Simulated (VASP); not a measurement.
Crystal: In3Sb.

```xyz
4
Lattice="4.8370 0.0000 0.0000 0.0000 4.8370 0.0000 0.0000 0.0000 4.8370" Properties=species:S:1:pos:R:3 pbc="T T T"
In    2.4185    2.4185    0.0000
In    2.4185    0.0000    2.4185
In    0.0000    2.4185    2.4185
Sb    0.0000    0.0000    0.0000
```

Base run:

| Property | Result |
| --- | --- |
| Program | VASP 6.6.1 |
| Functional | BLYP |
| Potentials or basis | VASP PAW PBE potentials, release 64 (In_d, Sb) |
| Cutoff | 520 eV |
| k mesh | 4 × 4 × 4 |
| Occupations | fermi-dirac, width 0.1 eV |
| Spin | no spin polarisation |

Its results: band gap on the k mesh zero (bands 22 and 23 overlap by 3.22 eV); pressure 3.8 GPa.

Question: The run is repeated on the same cell with these changes: functional from BLYP to PBEsol. What comes out?

Answer: Band gap on the k mesh zero (bands 22 and 23 overlap by 3.38 eV); pressure -3.3 GPa.

PBEsol binds more tightly than BLYP, so the same cell stands under less pressure.

Caveats: the PAW data sets were made with another functional, which shifts forces and pressure a little; spin-orbit coupling is left out, which moves the levels of the heavy elements; the cell stands under pressure (at least some runs); the cell stands under tension (at least some runs).
